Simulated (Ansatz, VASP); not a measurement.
# One calculation of Ti, two programs

```
Ti
1.0
    -1.65741    1.65741    1.64100
     1.65741   -1.65741    1.64100
     1.65741    1.65741   -1.64100
Ti
1
Direct
  0.00000 0.00000 0.00000
```

Change from the starting cell: equal xx and yy strain of +1 %.

Alike in both runs: task single point; functional PBE; k mesh 14 × 14 × 14; occupations fermi-dirac, width 0.05 eV; no spin polarisation.

|  | VASP | Ansatz |
| --- | --- | --- |
| version | VASP 6.6.1 | Ansatz 0.2.0 |
| potentials or method | VASP PAW PBE potentials, release 64 (Ti_sv), cutoff 520 eV | all-electron LAPW, scalar-relativistic |

VASP gave:

| Property | Result |
| --- | --- |
| pressure (GPa) | -4.5 |
| traceless stress, the component that is largest in VASP (GPa) | -0.21 |

Q: What did Ansatz give for the same quantities?

A: Pressure (GPa): -4.3; traceless stress, the component that is largest in VASP (GPa): -0.21.

Ansatz ran all-electron here, and VASP with PAW potentials.
